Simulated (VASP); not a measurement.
# AgSb (F-43m) in VASP: notebook

AgSb is run at these levels: PBE; tasks: relaxation of cell and atoms, single point.

Program: VASP 6.6.1. These are calculated values, not measurements. Logs are shortened: lines on timing, memory, paths and dates and some standing lists are left out, and cuts for length are marked.

### Step 1. The cell of the first run

The structure is cubic, space group F-43m (No. 216). Conventional cell: a = 5.961 Å, b = 5.961 Å, c = 5.961 Å, α = 90.00°, β = 90.00°, γ = 90.00°. Within 3.4 Å of Ag (site symmetry -43m) lie 4 Sb at 2.58 Å. Within 3.4 Å of Sb (site symmetry -43m) lie 4 Ag at 2.58 Å.

### Step 2. Relaxation of cell and atoms, PBE

INCAR

```
SYSTEM = AgSb
PREC = Accurate
ENCUT = 600
EDIFF = 1E-7
ISMEAR = 0
SIGMA = 0.1
LREAL = .FALSE.
LASPH = .TRUE.
NELM = 60
ALGO = Normal
ISIF = 3
LWAVE = .FALSE.
LCHARG = .FALSE.
GGA = PE
IBRION = 2
NSW = 90
EDIFFG = -0.04
```

KPOINTS

```
Automatic mesh
0
G
  6 6 6
  0 0 0
```

POSCAR

```
AgSb
1.0
    0.0000000000      2.9806550593      2.9806550593
    2.9806550593      0.0000000000      2.9806550593
    2.9806550593      2.9806550593      0.0000000000
Ag Sb
1 1
Direct
    0.0000000000      0.0000000000      0.0000000000
    0.7500000000      0.7500000000      0.7500000000
```

Potentials or basis: VASP PAW PBE potentials, release 64 (Ag, Sb).

Started as:

```
$ cat potpaw_PBE.64/Ag/POTCAR potpaw_PBE.64/Sb/POTCAR > POTCAR
$ mpirun -np 1 vasp_std > vasp.out
```

OUTCAR:

```text
SYSTEM = AgSb
   PREC = Accurate
   ENCUT = 600
   EDIFF = 1E-7
   ISMEAR = 0
   LREAL = .FALSE.
   LASPH = .TRUE.
   NELM = 60
   ISIF = 3
   GGA = PE
   IBRION = 2
   NSW = 90
   EDIFFG = -0.04

 ion  position               nearest neighbor table
   1  0.000  0.000  0.000-   2 2.58   2 2.58   2 2.58   2 2.58
   2  0.750  0.750  0.750-   1 2.58   1 2.58   1 2.58   1 2.58

  LATTYP: Found a face centered cubic cell.
 ALAT       =     5.9613101186

  Lattice vectors:

 A1 = (   0.0000000000,   2.9806550593,   2.9806550593)
 A2 = (   2.9806550593,   0.0000000000,   2.9806550593)
 A3 = (   2.9806550593,   2.9806550593,   0.0000000000)

Analysis of symmetry for initial positions (statically):
=====================================================================
 Subroutine PRICEL returns:
 Original cell was already a primitive cell.

 Routine SETGRP: Setting up the symmetry group for a
 face centered cubic supercell.

 Subroutine GETGRP returns: Found 24 space group operations
 (whereof 24 operations were pure point group operations)
 out of a pool of 48 trial point group operations.

The static configuration has the point symmetry T_d .

Analysis of symmetry for dynamics (positions and initial velocities):
=====================================================================
 Subroutine PRICEL returns:
 Original cell was already a primitive cell.

 Routine SETGRP: Setting up the symmetry group for a
 face centered cubic supercell.

 Subroutine GETGRP returns: Found 24 space group operations
 (whereof 24 operations were pure point group operations)
 out of a pool of 48 trial point group operations.

The dynamic configuration has the point symmetry T_d .

 Subroutine INISYM returns: Found 24 space group operations
 (whereof 24 operations are pure point group operations),
 and found     1 'primitive' translations

----------------------------------------------------------------------------------------

                                     Primitive cell

  volume of cell :      52.9621

  direct lattice vectors                    reciprocal lattice vectors
     0.000000000  2.980655059  2.980655059    -0.167748361  0.167748361  0.167748361
     2.980655059  0.000000000  2.980655059     0.167748361 -0.167748361  0.167748361
     2.980655059  2.980655059  0.000000000     0.167748361  0.167748361 -0.167748361

  length of vectors
     4.215282810  4.215282810  4.215282810     0.290548684  0.290548684  0.290548684

  position of ions in fractional coordinates (direct lattice)
     0.000000000  0.000000000  0.000000000
     0.750000000  0.750000000  0.750000000

  ion indices of the primitive-cell ions
   primitive index   ion index
                 1           1
                 2           2

----------------------------------------------------------------------------------------

 KPOINTS: Automatic mesh

Automatic generation of k-mesh.
 Grid dimensions read from file:
 generate k-points for:    6    6    6

 Generating k-lattice:

  Cartesian coordinates                     Fractional coordinates (reciprocal lattice)
    -0.027958060  0.027958060  0.027958060     0.166666667  0.000000000  0.000000000
     0.027958060 -0.027958060  0.027958060     0.000000000  0.166666667  0.000000000
     0.027958060  0.027958060 -0.027958060     0.000000000  0.000000000  0.166666667

  Length of vectors
     0.048424781  0.048424781  0.048424781

  Shift w.r.t. Gamma in fractional coordinates (k-lattice)
     0.000000000  0.000000000  0.000000000

 Subroutine IBZKPT returns following result:
 ===========================================

 Found     16 irreducible k-points:

 Following reciprocal coordinates:
            Coordinates               Weight
  0.000000  0.000000  0.000000      1.000000
  0.166667  0.000000  0.000000      8.000000
  0.333333  0.000000  0.000000      8.000000
  0.500000  0.000000  0.000000      4.000000
  0.166667  0.166667  0.000000      6.000000
  0.333333  0.166667  0.000000     24.000000
[... 8 lines left out ...]
 -0.333333  0.333333  0.166667     24.000000
 -0.333333  0.500000  0.166667     12.000000
   k-points           NKPTS =     16   k-points in BZ     NKDIM =     16   number of bands    NBANDS=     12
   number of dos      NEDOS =    301   number of ions     NIONS =      2
   total plane-waves  NPLWV =  46656
   dimension x,y,z NGX =    36 NGY =   36 NGZ =   36
   dimension x,y,z NGXF=    72 NGYF=   72 NGZF=   72
   ions per type =               1   1
   NGX,Y,Z   is equivalent  to a cutoff of  14.20, 14.20, 14.20 a.u.
   NGXF,Y,Z  is equivalent  to a cutoff of  28.40, 28.40, 28.40 a.u.
 SYSTEM =  AgSb
   PREC   = accura    normal or accurate (medium, high low for compatibility)
   ISTART =      0    job   : 0-new  1-cont  2-samecut
   ICHARG =      2    charge: 1-file 2-atom 10-const
   ISPIN  =      1    spin polarized calculation?
   LNONCOLLINEAR =      F non collinear calculations
   LSORBIT =      F    spin-orbit coupling
   LASPH  =      T    aspherical Exc in radial PAW
   ENCUT  =  600.0 eV  44.10 Ry    6.64 a.u.   8.42  8.42  8.42*2*pi/ulx,y,z
   NELM   =     60;   NELMIN=  2; NELMDL= -5     # of ELM steps
   EDIFF  = 0.1E-06   stopping-criterion for ELM
   LREAL  =      F    real-space projection
   EDIFFG = -.4E-01   stopping-criterion for IOM
   NSW    =     90    number of steps for IOM
   IBRION =      2    ionic relax: 0-MD 1-quasi-New 2-CG
   NFREE  =      1    steps in history (QN), initial steepest desc. (CG)
   ISIF   =      3    stress and relaxation
   ISYM   =      2    0-nonsym 1-usesym 2-fastsym
   POTIM  = 0.5000    time-step for ionic-motion
   TEBEG  =    0.0;   TEEND  =   0.0 temperature during run
   PSTRESS=    0.0 pullay stress
   NELECT =      16.0000    total number of electrons
   NUPDOWN=      -1.0000    fix difference up-down
   EMIN   =  10.00;   EMAX   =-10.00  energy-range for DOS
   EFERMI =   0.00;   METHOD = LEGACY
   ISMEAR =     0;   SIGMA  =   0.10  broadening in eV -4-tet -1-fermi 0-gaus
   EFERMI_NEDOS =   21; number of points for ismear=-14 and -15
   IALGO  =     38    algorithm
   IMIX   =      4    mixing-type and parameters
     AMIX     =   0.40;   BMIX     =  1.00
     AMIX_MAG =   1.60;   BMIX_MAG =  1.00
  volume/ion in A,a.u.               =      26.48       178.70
  Fermi-wavevector in a.u.,A,eV,Ry     =   1.098482  2.075831 16.417655  1.206664
  Thomas-Fermi vector in A             =   2.234861
   LORBIT       =      0    0 simple, 1 ext, 2 COOP (PROOUT), +10 PAW based schemes
   GGA     = PE    functional components
   LHFCALC =     F    Hartree Fock is set to
   AEXX    =    0.0000 exact exchange contribution
   IVDW    =     0    specifies the selected vdW correction
   LEPSILON=     F    determine dielectric tensor
   LRPA    =     F    only Hartree local field effects (RPA)
 conjugate gradient relaxation of ions
 non-spin polarized calculation
 Gauss-broadening in eV      SIGMA  =   0.10
  energy-cutoff  :      600.00
  volume of cell :       52.96
 maximum number of plane-waves:      1807
 NGX is ok and might be reduce to    36
   NGX = 17   NGY = 17   NGZ = 17

--------------------------------------- Ionic step        1  -------------------------------------------

 number of electron      16.0000001 magnetization

 Free energy of the ion-electron system (eV)
  ---------------------------------------------------
  ext. energy  EPLUGINS =         0.00000000
  ---------------------------------------------------
  free energy    TOTEN  =        -5.84258884 eV

  energy without entropy =       -5.83451897  energy(sigma->0) =       -5.83855390

 E-fermi :   5.9947     XC(G=0):  -9.7666

 val. band max:        5.7511601324   @ k =   0.5000   0.1667   0.0000
 cond. band min:       6.0345067965   @ k =  -0.3333   0.3333   0.0000
 fundamental gap:      0.2833466641
 Fermi energy:         5.9947141047

 k-point     1 :       0.0000    0.0000    0.0000
  band No.  band energies     occupation
      1      -4.7772      2.00000
      2       0.1296      2.00000
      3       0.1296      2.00000
      4       0.1296      2.00000
      5       0.9436      2.00000
      6       0.9436      2.00000
      7       8.6871      0.00000
      8       8.6871      0.00000
      9       8.6871      0.00000
     10       9.8912      0.00000
     11      11.8867      0.00000
     12      11.8867      0.00000

 k-point     2 :       0.1667    0.0000    0.0000
  band No.  band energies     occupation
      1      -4.5492      2.00000
      2       0.1451      2.00000
      3       0.1864      2.00000
      4       0.1864      2.00000
      5       0.9329      2.00000
      6       0.9329      2.00000
      7       6.3461      0.00000
      8       8.1663      0.00000
      9       8.1663      0.00000
     10      10.4811      0.00000
     11      12.4450      0.00000
     12      12.4450      0.00000
[... 266 lines left out ...]
 POSITION                                       TOTAL-FORCE (eV/Angst)
 -----------------------------------------------------------------------------------
      6.42914      3.21457      3.21457        -0.000000     -0.000000     -0.000000
      4.82185      4.82185      4.82185         0.000000      0.000000      0.000000
 -----------------------------------------------------------------------------------
    total drift:                               -0.000000     -0.000000     -0.000000

  FREE ENERGIE OF THE ION-ELECTRON SYSTEM (eV)
  ---------------------------------------------------
  free  energy   TOTEN  =        -6.0061614551 eV

  energy  without entropy=       -5.9979433505  energy(sigma->0) =       -6.00205240

--------------------------------------- Ionic step        3  -------------------------------------------

 number of electron      16.0000000 magnetization

 Free energy of the ion-electron system (eV)
  ---------------------------------------------------
  ext. energy  EPLUGINS =         0.00000000
  ---------------------------------------------------
  free energy    TOTEN  =        -6.06043009 eV

  energy without entropy =       -6.05218854  energy(sigma->0) =       -6.05630932

 E-fermi :   4.4607     XC(G=0):  -9.0954

 val. band max:        4.2250019818   @ k =   0.3333   0.3333   0.0000
 cond. band min:       4.5024798398   @ k =  -0.3333   0.3333   0.0000
 fundamental gap:      0.2774778580
 Fermi energy:         4.4607480839

 k-point     1 :       0.0000    0.0000    0.0000
  band No.  band energies     occupation
      1      -5.5607      2.00000
      2      -0.7227      2.00000
      3      -0.7227      2.00000
      4      -0.7227      2.00000
      5      -0.0601      2.00000
      6      -0.0601      2.00000
      7       6.5907      0.00000
      8       6.5907      0.00000
      9       6.5907      0.00000
     10       7.5491      0.00000
     11      10.1368      0.00000
     12      10.1368      0.00000

 k-point     2 :       0.1667    0.0000    0.0000
  band No.  band energies     occupation
      1      -5.3799      2.00000
      2      -0.6967      2.00000
      3      -0.6776      2.00000
      4      -0.6776      2.00000
      5      -0.0669      2.00000
      6      -0.0669      2.00000
      7       4.5795      0.09296
      8       6.2026      0.00000
      9       6.2026      0.00000
     10       8.3415      0.00000
     11      10.5882      0.00000
     12      10.5935      0.00000
[... 230 lines left out ...]
 POSITION                                       TOTAL-FORCE (eV/Angst)
 -----------------------------------------------------------------------------------
      0.00000      0.00000      0.00000        -0.000000      0.000000      0.000000
      4.69094      4.69094      4.69094         0.000000      0.000000     -0.000000
 -----------------------------------------------------------------------------------
    total drift:                               -0.000000     -0.000000     -0.000000

  FREE ENERGIE OF THE ION-ELECTRON SYSTEM (eV)
  ---------------------------------------------------
  free  energy   TOTEN  =        -6.0604300909 eV

  energy  without entropy=       -6.0521885404  energy(sigma->0) =       -6.05630932

 reached required accuracy - stopping structural energy minimisation
```

Run time: 35 s. Hardware: 1 thread of AMD EPYC 9R45 (Zen 5), shared host; peak memory 0.19 GiB.

Results:

| Item | Value |
| --- | --- |
| Free energy | -6.0604 eV |
| Relaxed volume | 30.58 Å³/atom |
| Relaxed cell | a = 4.423 Å, b = 4.423 Å, c = 4.423 Å, α = 60.00°, β = 60.00°, γ = 60.00° |
| Space group after relaxing (to 0.1 Å) | F-43m (No. 216) |
| Energy gained by relaxing | 108.9 meV/atom |
| Ionic steps | 3 |
| Pressure after relaxing | 0.0 GPa |
| Band gap on the k mesh | zero (bands 8 and 9 overlap by 3.26 eV) |

The path:
```csv
step,energy change (eV),largest force (eV/Å),pressure (GPa),volume (Å³)
1,0.0000,0.0000,9.84,52.96
2,-0.1636,0.0000,-3.03,66.44
3,-0.2178,0.0000,0.02,61.17
```

Final structure:
```
CELL_PARAMETERS angstrom
0.00000 3.12729 3.12729
3.12729 0.00000 3.12729
3.12729 3.12729 0.00000
ATOMIC_POSITIONS crystal
Ag 0.00000 0.00000 0.00000
Sb 0.75000 0.75000 0.75000
```

Caveat: the volume moved by over 15 % at a fixed basis, so the end points are rough; spin-orbit coupling is left out, which moves the levels of the heavy elements.

(Continued in part 2 of 2.)
